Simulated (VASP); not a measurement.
# Al (Fm-3m) in VASP: notebook, part 2 of 2

VASP 6.6.1. The steps go on from the part before.

## Step 3: Single point, r2SCAN

This run uses another cell than the first one, of 15.94 Å³/atom, 1.021 times its volume.

Contents of POSCAR:

```
Al
1.0
    0.0000000000      1.9974394157      1.9974394157
    1.9974394157      0.0000000000      1.9974394157
    1.9974394157      1.9974394157      0.0000000000
Al
1
Direct
    0.0000000000      0.0000000000      0.0000000000
```

Contents of INCAR.step1:

```
SYSTEM = Al
PREC = Accurate
ENCUT = 520
ISMEAR = 0
SIGMA = 0.1
LREAL = .False.
LASPH = .True.
NELM = 60
NBANDS = 8
GGA = PE
ALGO = Normal
EDIFF = 1E-4
LWAVE = .True.
LCHARG = .False.
```

Contents of INCAR.step2:

```
SYSTEM = Al
PREC = Accurate
ENCUT = 520
EDIFF = 1E-6
ISMEAR = 0
SIGMA = 0.1
LREAL = .False.
LASPH = .True.
NELM = 60
ALGO = Normal
ISIF = 2
LWAVE = .False.
LCHARG = .False.
METAGGA = R2SCAN
LMIXTAU = .True.
NBANDS = 8
ISTART = 1
```

Contents of KPOINTS:

```
Automatic mesh
0
Gamma
  12 12 12
  0 0 0
```

Potentials or basis: VASP PAW PBE potentials, release 64 (Al).

Run with:

```sh
$ cat potpaw_PBE.64/Al/POTCAR > POTCAR
$ cp INCAR.step1 INCAR
$ mpirun -np 1 vasp_std > vasp.out
$ cp INCAR.step2 INCAR
$ mpirun -np 1 vasp_std > vasp.out
```

OUTCAR:

```text
SYSTEM = Al
   PREC = Accurate
   ENCUT = 520
   EDIFF = 1E-6
   ISMEAR = 0
   LREAL = .False.
   LASPH = .True.
   NELM = 60
   ISIF = 2
   METAGGA = R2SCAN
   ISTART = 1

 ion  position               nearest neighbor table
   1  0.000  0.000  0.000-

  LATTYP: Found a face centered cubic cell.
 ALAT       =     3.9948788314

  Lattice vectors:

 A1 = (   0.0000000000,   1.9974394157,   1.9974394157)
 A2 = (   1.9974394157,   0.0000000000,   1.9974394157)
 A3 = (   1.9974394157,   1.9974394157,   0.0000000000)

Analysis of symmetry for initial positions (statically):
=====================================================================
 Subroutine PRICEL returns:
 Original cell was already a primitive cell.

 Routine SETGRP: Setting up the symmetry group for a
 face centered cubic supercell.

 Subroutine GETGRP returns: Found 48 space group operations
 (whereof 48 operations were pure point group operations)
 out of a pool of 48 trial point group operations.

The static configuration has the point symmetry O_h .

Analysis of symmetry for dynamics (positions and initial velocities):
=====================================================================
 Subroutine PRICEL returns:
 Original cell was already a primitive cell.

 Routine SETGRP: Setting up the symmetry group for a
 face centered cubic supercell.

 Subroutine GETGRP returns: Found 48 space group operations
 (whereof 48 operations were pure point group operations)
 out of a pool of 48 trial point group operations.

The dynamic configuration has the point symmetry O_h .

 Subroutine INISYM returns: Found 48 space group operations
 (whereof 48 operations are pure point group operations),
 and found     1 'primitive' translations

----------------------------------------------------------------------------------------

                                     Primitive cell

  volume of cell :      15.9386

  direct lattice vectors                    reciprocal lattice vectors
     0.000000000  1.997439416  1.997439416    -0.250320483  0.250320483  0.250320483
     1.997439416  0.000000000  1.997439416     0.250320483 -0.250320483  0.250320483
     1.997439416  1.997439416  0.000000000     0.250320483  0.250320483 -0.250320483

  length of vectors
     2.824805912  2.824805912  2.824805912     0.433567795  0.433567795  0.433567795

  position of ions in fractional coordinates (direct lattice)
     0.000000000  0.000000000  0.000000000

  ion indices of the primitive-cell ions
   primitive index   ion index
                 1           1

----------------------------------------------------------------------------------------

 KPOINTS: Automatic mesh

Automatic generation of k-mesh.
 Grid dimensions read from file:
 generate k-points for:   12   12   12

 Generating k-lattice:

  Cartesian coordinates                     Fractional coordinates (reciprocal lattice)
    -0.020860040  0.020860040  0.020860040     0.083333333  0.000000000  0.000000000
     0.020860040 -0.020860040  0.020860040     0.000000000  0.083333333  0.000000000
     0.020860040  0.020860040 -0.020860040     0.000000000  0.000000000  0.083333333

  Length of vectors
     0.036130650  0.036130650  0.036130650

  Shift w.r.t. Gamma in fractional coordinates (k-lattice)
     0.000000000  0.000000000  0.000000000

 Subroutine IBZKPT returns following result:
 ===========================================

 Found     72 irreducible k-points:

 Following reciprocal coordinates:
            Coordinates               Weight
  0.000000  0.000000  0.000000      1.000000
  0.083333  0.000000  0.000000      8.000000
  0.166667  0.000000  0.000000      8.000000
  0.250000  0.000000  0.000000      8.000000
  0.333333  0.000000  0.000000      8.000000
  0.416667  0.000000  0.000000      8.000000
[... 16 lines left out ...]
  0.500000  0.166667  0.000000     24.000000
 -0.416667  0.166667  0.000000     24.000000
 [... further k-points ...]
   k-points           NKPTS =     72   k-points in BZ     NKDIM =     72   number of bands    NBANDS=      8
   number of dos      NEDOS =    301   number of ions     NIONS =      1
   total plane-waves  NPLWV =  13824
   dimension x,y,z NGX =    24 NGY =   24 NGZ =   24
   dimension x,y,z NGXF=    48 NGYF=   48 NGZF=   48
   ions per type =               1
   NGX,Y,Z   is equivalent  to a cutoff of  14.12, 14.12, 14.12 a.u.
   NGXF,Y,Z  is equivalent  to a cutoff of  28.25, 28.25, 28.25 a.u.
 SYSTEM =  Al
   PREC   = accura    normal or accurate (medium, high low for compatibility)
   ISTART =      1    job   : 0-new  1-cont  2-samecut
   ICHARG =      0    charge: 1-file 2-atom 10-const
   ISPIN  =      1    spin polarized calculation?
   LNONCOLLINEAR =      F non collinear calculations
   LSORBIT =      F    spin-orbit coupling
   LASPH  =      T    aspherical Exc in radial PAW
   ENCUT  =  520.0 eV  38.22 Ry    6.18 a.u.   5.25  5.25  5.25*2*pi/ulx,y,z
   NELM   =     60;   NELMIN=  2; NELMDL=  0     # of ELM steps
   EDIFF  = 0.1E-05   stopping-criterion for ELM
   LREAL  =      F    real-space projection
   EDIFFG = 0.1E-04   stopping-criterion for IOM
   NSW    =      0    number of steps for IOM
   IBRION =     -1    ionic relax: 0-MD 1-quasi-New 2-CG
   NFREE  =      0    steps in history (QN), initial steepest desc. (CG)
   ISIF   =      2    stress and relaxation
   ISYM   =      2    0-nonsym 1-usesym 2-fastsym
   POTIM  = 0.5000    time-step for ionic-motion
   TEBEG  =    0.0;   TEEND  =   0.0 temperature during run
   PSTRESS=    0.0 pullay stress
   NELECT =       3.0000    total number of electrons
   NUPDOWN=      -1.0000    fix difference up-down
   EMIN   =  10.00;   EMAX   =-10.00  energy-range for DOS
   EFERMI =   0.00;   METHOD = LEGACY
   ISMEAR =     0;   SIGMA  =   0.10  broadening in eV -4-tet -1-fermi 0-gaus
   EFERMI_NEDOS =   21; number of points for ismear=-14 and -15
   IALGO  =     38    algorithm
   IMIX   =      4    mixing-type and parameters
     AMIX     =   0.40;   BMIX     =  1.00
     AMIX_MAG =   1.60;   BMIX_MAG =  1.00
  volume/ion in A,a.u.               =      15.94       107.56
  Fermi-wavevector in a.u.,A,eV,Ry     =   0.938206  1.772953 11.976268  0.880231
  Thomas-Fermi vector in A             =   2.065395
   LORBIT       =      0    0 simple, 1 ext, 2 COOP (PROOUT), +10 PAW based schemes
   METAGGA = R2SCAN    functional components
   LHFCALC =     F    Hartree Fock is set to
   AEXX    =    0.0000 exact exchange contribution
   IVDW    =     0    specifies the selected vdW correction
   LEPSILON=     F    determine dielectric tensor
   LRPA    =     F    only Hartree local field effects (RPA)
 non-spin polarized calculation
 Gauss-broadening in eV      SIGMA  =   0.10
  energy-cutoff  :      520.00
  volume of cell :       15.94
 maximum number of plane-waves:       444
 NGX is ok and might be reduce to    24
   NGX = 11   NGY = 11   NGZ = 11

 number of electron       3.0000000 magnetization

 Free energy of the ion-electron system (eV)
  ---------------------------------------------------
  ext. energy  EPLUGINS =         0.00000000
  ---------------------------------------------------
  free energy    TOTEN  =        -6.74376313 eV

  energy without entropy =       -6.74102925  energy(sigma->0) =       -6.74239619

 E-fermi :   8.2598     XC(G=0): -11.0352

 val. band max:        8.1207744972   @ k =   0.5000   0.2500   0.0833
 cond. band min:       8.2798327513   @ k =  -0.3333   0.4167   0.0833
 fundamental gap:      0.1590582541
 Fermi energy:         8.2598461726

 k-point     1 :       0.0000    0.0000    0.0000
  band No.  band energies     occupation
      1      -3.7039      2.00000
      2      21.9022      0.00000
      3      21.9022      0.00000
      4      21.9022      0.00000
      5      24.0860      0.00000
      6      24.0860      0.00000
      7      24.0860      0.00000
      8      25.9981      0.00000
[... 243 lines left out ...]
 k-point    24 :      -0.4167    0.1667    0.0000
  band No.  band energies     occupation
      1       3.3976      2.00000
      2       5.0533      2.00000
      3      14.3744      0.00000
      4      17.9893      0.00000
      5      20.0216      0.00000
      6      25.0165      0.00000
      7      28.0588      0.00000
      8      31.1073      0.00000

 [... further k-points ...]

------------------------ aborting loop because EDIFF is reached ----------------------------------------

  FORCE on cell =-STRESS in cart. coord.  units (eV):
  Direction    XX          YY          ZZ          XY          YZ          ZX
  --------------------------------------------------------------------------------------
  -------------------------------------------------------------------------------------
  Total       -0.0238336     -0.0238336     -0.0238336      0.0000000      0.0000000      0.0000000
  in kB       -2.3957921     -2.3957921     -2.3957921      0.0000000      0.0000000      0.0000000
  external PRESSURE =      -2.3957921 kB  Pullay stress =       0.0000000 kB

 VOLUME and BASIS-vectors are now :
 -----------------------------------------------------------------------------
  energy-cutoff  :      520.00
  volume of cell :       15.94
      direct lattice vectors                 reciprocal lattice vectors
     0.000000000  1.997439416  1.997439416    -0.250320483  0.250320483  0.250320483
     1.997439416  0.000000000  1.997439416     0.250320483 -0.250320483  0.250320483
     1.997439416  1.997439416  0.000000000     0.250320483  0.250320483 -0.250320483

 POSITION                                       TOTAL-FORCE (eV/Angst)
 -----------------------------------------------------------------------------------
      0.00000      0.00000      0.00000         0.000000     -0.000000      0.000000
 -----------------------------------------------------------------------------------
    total drift:                               -0.000000     -0.000000     -0.000000

  FREE ENERGIE OF THE ION-ELECTRON SYSTEM (eV)
  ---------------------------------------------------
  free  energy   TOTEN  =        -6.7437631271 eV

  energy  without entropy=       -6.7410292522  energy(sigma->0) =       -6.74239619
```

Wall time 28 s (1 thread of Intel Xeon Platinum 8259CL at 2.50GHz (Skylake/Cascade Lake), shared host); peak memory 0.13 GiB.

Results:

```
Free energy : -6.7438 eV
Pressure    : -0.2 GPa
```

Levels at points of the mesh, in eV from the Fermi level:
```csv
k point,band 1,band 2,band 3,band 4,band 5
"(0.00, 0.00, 0.00)",-11.96,13.64,13.64,13.64,15.83
"(0.50, 0.00, 0.00)",-5.02,-4.46,12.37,12.37,12.83
"(0.50, 0.50, 0.00)",-3.12,-1.54,5.59,6.30,6.30
```

Caveat: the PAW data sets were made with another functional, which shifts forces and pressure a little.

## Step 4: Single point, r2SCAN

This run uses another cell than the first one, of 16.27 Å³/atom, 1.043 times its volume.

Contents of POSCAR:

```
Al
1.0
    0.0000000000      2.0112152952      2.0112152952
    2.0112152952      0.0000000000      2.0112152952
    2.0112152952      2.0112152952      0.0000000000
Al
1
Direct
    0.0000000000      0.0000000000      0.0000000000
```

Contents of INCAR.step1:

```
ALGO = Normal
EDIFF = 1E-4
ENCUT = 520
GGA = PE
ISMEAR = 0
LASPH = True
LCHARG = False
LREAL = False
LWAVE = True
NBANDS = 8
NELM = 100
PREC = Accurate
SIGMA = 0.1
```

Contents of INCAR.step2:

```
ALGO = Normal
EDIFF = 1E-6
ENCUT = 520
ISIF = 2
ISMEAR = 0
ISTART = 1
LASPH = True
LCHARG = True
LELF = True
LMIXTAU = True
LREAL = False
LVHAR = True
LWAVE = False
METAGGA = R2SCAN
NBANDS = 8
NELM = 100
PREC = Accurate
SIGMA = 0.1
```

Contents of KPOINTS:

```
k-points
0
Gamma
  12 12 12
```

Run with:

```sh
$ cat potpaw_PBE.64/Al/POTCAR > POTCAR
$ cp INCAR.step1 INCAR
$ mpirun -np 1 vasp_std > vasp.out
$ cp INCAR.step2 INCAR
$ mpirun -np 1 vasp_std > vasp.out
```

It took 29 s on 1 thread of Intel Xeon Platinum 8259CL at 2.50GHz (Skylake/Cascade Lake), shared host; peak memory 0.14 GiB.

The run converged. Its results:

- Free energy: -6.7414 eV
- Pressure: -2.0 GPa

Levels at points of the mesh, in eV from the Fermi level:
| k point | band 1 | band 2 | band 3 | band 4 |
| --- | --- | --- | --- | --- |
| (0.00, 0.00, 0.00) | -11.81 | 13.53 | 13.53 | 13.53 |
| (0.50, 0.00, 0.00) | -4.93 | -4.43 | 12.27 | 12.27 |
| (0.50, 0.50, 0.00) | -3.07 | -1.53 | 5.59 | 6.19 |

Caveat: the PAW data sets were made with another functional, which shifts forces and pressure a little.

## Step 5: Single point, r2SCAN

This run uses another cell than the first one, of 16.60 Å³/atom, 1.064 times its volume.

Contents of POSCAR:

```
Al
1.0
    0.0000000000      2.0248050000      2.0248050000
    2.0248050000      0.0000000000      2.0248050000
    2.0248050000      2.0248050000      0.0000000000
Al
1
Direct
    0.0000000000      0.0000000000      0.0000000000
```

Contents of INCAR.step1:

```
SYSTEM = Al
PREC = Accurate ; ENCUT = 520
ISMEAR = 0 ; SIGMA = 0.1
LREAL = .False. ; LASPH = .True.
NELM = 100 ; NBANDS = 8
GGA = PE ; ALGO = Normal
EDIFF = 1E-4 ; LWAVE = .True.
LCHARG = .False.
```

Contents of INCAR.step2:

```
SYSTEM = Al
PREC = Accurate ; ENCUT = 520
EDIFF = 1E-7 ; ISMEAR = 0
SIGMA = 0.1 ; LREAL = .False.
LASPH = .True. ; NELM = 100
ALGO = Normal ; ISIF = 2
LWAVE = .False. ; LCHARG = .False.
METAGGA = R2SCAN ; LMIXTAU = .True.
NBANDS = 8 ; ISTART = 1
```

Contents of KPOINTS:

```
regular mesh
0
Gamma
  12 12 12
  0 0 0
```

Potentials or basis: VASP PAW PBE potentials, release 64 (Al).

Run with:

```sh
$ cat potpaw_PBE.64/Al/POTCAR > POTCAR
$ cp INCAR.step1 INCAR
$ mpirun -np 1 vasp_std > vasp.out
$ cp INCAR.step2 INCAR
$ mpirun -np 1 vasp_std > vasp.out
```

OUTCAR:

```text
SYSTEM = Al
   PREC = Accurate
   ENCUT = 520
   EDIFF = 1E-7
   ISMEAR = 0
   LREAL = .False.
   LASPH = .True.
   NELM = 100
   ISIF = 2
   METAGGA = R2SCAN
   ISTART = 1

 ion  position               nearest neighbor table
   1  0.000  0.000  0.000-

  LATTYP: Found a face centered cubic cell.
 ALAT       =     4.0496100000

  Lattice vectors:

 A1 = (   0.0000000000,   2.0248050000,   2.0248050000)
 A2 = (   2.0248050000,   0.0000000000,   2.0248050000)
 A3 = (   2.0248050000,   2.0248050000,   0.0000000000)

Analysis of symmetry for initial positions (statically):
[... 434 lines left out ...]
      1       3.1006      2.00000
      2       4.6862      2.00000
      3      13.7905      0.00000
      4      17.2924      0.00000
      5      19.2747      0.00000
      6      24.1690      0.00000
      7      27.0963      0.00000
      8      30.1618      0.00000

 [... further k-points ...]
[... 5 lines left out ...]
  --------------------------------------------------------------------------------------
  -------------------------------------------------------------------------------------
  Total       -0.3643991     -0.3643991     -0.3643991     -0.0000000     -0.0000000     -0.0000000
  in kB      -35.1648096    -35.1648096    -35.1648096     -0.0000000     -0.0000000     -0.0000000
  external PRESSURE =     -35.1648096 kB  Pullay stress =       0.0000000 kB

 VOLUME and BASIS-vectors are now :
 -----------------------------------------------------------------------------
  energy-cutoff  :      520.00
  volume of cell :       16.60
      direct lattice vectors                 reciprocal lattice vectors
     0.000000000  2.024805000  2.024805000    -0.246937359  0.246937359  0.246937359
     2.024805000  0.000000000  2.024805000     0.246937359 -0.246937359  0.246937359
     2.024805000  2.024805000  0.000000000     0.246937359  0.246937359 -0.246937359

 POSITION                                       TOTAL-FORCE (eV/Angst)
 -----------------------------------------------------------------------------------
      0.00000      0.00000      0.00000         0.000000      0.000000      0.000000
 -----------------------------------------------------------------------------------
    total drift:                                0.000000     -0.000000     -0.000000

  FREE ENERGIE OF THE ION-ELECTRON SYSTEM (eV)
  ---------------------------------------------------
  free  energy   TOTEN  =        -6.7356255306 eV

  energy  without entropy=       -6.7333463524  energy(sigma->0) =       -6.73448594
```

OSZICAR.step1:

```text
N       E                     dE             d eps       ncg     rms          rms(c)
DAV:   1    -0.237537386105E+01   -0.23754E+01   -0.87010E+02  1152   0.206E+02
DAV:   2    -0.376954182379E+01   -0.13942E+01   -0.13804E+01  1616   0.188E+01
DAV:   3    -0.377634883297E+01   -0.68070E-02   -0.67995E-02  1480   0.147E+00
DAV:   4    -0.377636457072E+01   -0.15738E-04   -0.15737E-04  1856   0.617E-02
DAV:   5    -0.377636461503E+01   -0.44307E-07   -0.45150E-07  1432   0.189E-03    0.129E+00
DAV:   6    -0.376367151026E+01    0.12693E-01   -0.16143E-03  1664   0.193E-01    0.751E-01
DAV:   7    -0.375436905811E+01    0.93025E-02   -0.48717E-03  1480   0.313E-01    0.146E-01
DAV:   8    -0.375436455497E+01    0.45031E-05   -0.12627E-05  1576   0.254E-02
   1 F= -.37543646E+01 E0= -.37535746E+01  d E =-.157985E-02
```

It took 33 s on 1 thread of Intel Xeon Platinum 8259CL at 2.50GHz (Skylake/Cascade Lake), shared host; peak memory 0.14 GiB.

What came out:

```
Free energy : -6.7356 eV
Pressure    : -3.5 GPa
```

Levels at points of the mesh, in eV from the Fermi level:
```
           k point  band 1  band 2  band 3  band 4  band 5
(0.00, 0.00, 0.00)  -11.67   13.42   13.42   13.42   15.26
(0.50, 0.00, 0.00)   -4.84   -4.40   12.18   12.18   12.37
(0.50, 0.50, 0.00)   -3.02   -1.52    5.59    6.10    6.10
```

Caveat: the PAW data sets were made with another functional, which shifts forces and pressure a little.

## Step 6: Single point, r2SCAN

This run uses another cell than the first one, of 16.93 Å³/atom, 1.085 times its volume.

Contents of POSCAR:

```
Al
1.0
    0.0000000000      2.0382146954      2.0382146954
    2.0382146954      0.0000000000      2.0382146954
    2.0382146954      2.0382146954      0.0000000000
Al
1
Direct
    0.0000000000      0.0000000000      0.0000000000
```

Contents of INCAR.step1:

```
SYSTEM = Al
PREC = Accurate
ENCUT = 520
ISMEAR = 0
SIGMA = 0.1
LREAL = .FALSE.
LASPH = .TRUE.
NELM = 80
NBANDS = 8
GGA = PE
ALGO = Normal
EDIFF = 1E-4
LWAVE = .TRUE.
LCHARG = .FALSE.
```

Contents of INCAR.step2:

```
SYSTEM = Al
PREC = Accurate
ENCUT = 520
EDIFF = 1E-6
ISMEAR = 0
SIGMA = 0.1
LREAL = .FALSE.
LASPH = .TRUE.
NELM = 80
ALGO = Normal
ISIF = 2
LWAVE = .FALSE.
LCHARG = .FALSE.
METAGGA = R2SCAN
LMIXTAU = .TRUE.
NBANDS = 8
ISTART = 1
```

Contents of KPOINTS:

```
Automatic mesh
0
G
  12 12 12
  0 0 0
```

Potentials or basis: VASP PAW PBE potentials, release 64 (Al).

Run with:

```sh
$ cat potpaw_PBE.64/Al/POTCAR > POTCAR
$ cp INCAR.step1 INCAR
$ mpirun -np 1 vasp_std > vasp.out
$ cp INCAR.step2 INCAR
$ mpirun -np 1 vasp_std > vasp.out
```

Wall time 28 s (1 thread of Intel Xeon Platinum 8259CL at 2.50GHz (Skylake/Cascade Lake), shared host); peak memory 0.14 GiB.

Results (log left out):

| Property | Result |
| --- | --- |
| Free energy | -6.7268 eV |
| Pressure | -4.9 GPa |

Levels at points of the mesh, in eV from the Fermi level:
| k point | band 1 | band 2 | band 3 | band 4 | band 5 | band 6 |
| --- | --- | --- | --- | --- | --- | --- |
| (0.00, 0.00, 0.00) | -11.52 | 13.31 | 13.31 | 13.31 | 14.99 | 14.99 |
| (0.50, 0.00, 0.00) | -4.76 | -4.37 | 12.09 | 12.09 | 12.16 | 12.16 |
| (0.50, 0.50, 0.00) | -2.97 | -1.51 | 5.59 | 6.00 | 6.00 | 9.78 |

Caveat: the PAW data sets were made with another functional, which shifts forces and pressure a little.

## Step 7: The runs side by side

```csv
cell,gap on the mesh (eV),pressure (GPa)
"a = 2.805 Å, angles 60.0°, 1 atom",none,1.7
"a = 2.825 Å, angles 60.0°, 1 atom",none,-0.2
"a = 2.844 Å, angles 60.0°, 1 atom",none,-2.0
"a = 2.864 Å, angles 60.0°, 1 atom",none,-3.5
"a = 2.882 Å, angles 60.0°, 1 atom",none,-4.9
```

Alike in all rows: task single point; level r2SCAN; potentials or basis VASP PAW PBE potentials, release 64 (Al); no spin polarisation; k mesh 12 × 12 × 12; cutoff (eV) 520; smearing gaussian 0.1 eV.

Caveats: the PAW data sets were made with another functional, which shifts forces and pressure a little.

Absolute energies hang on the potentials; compare differences alone.
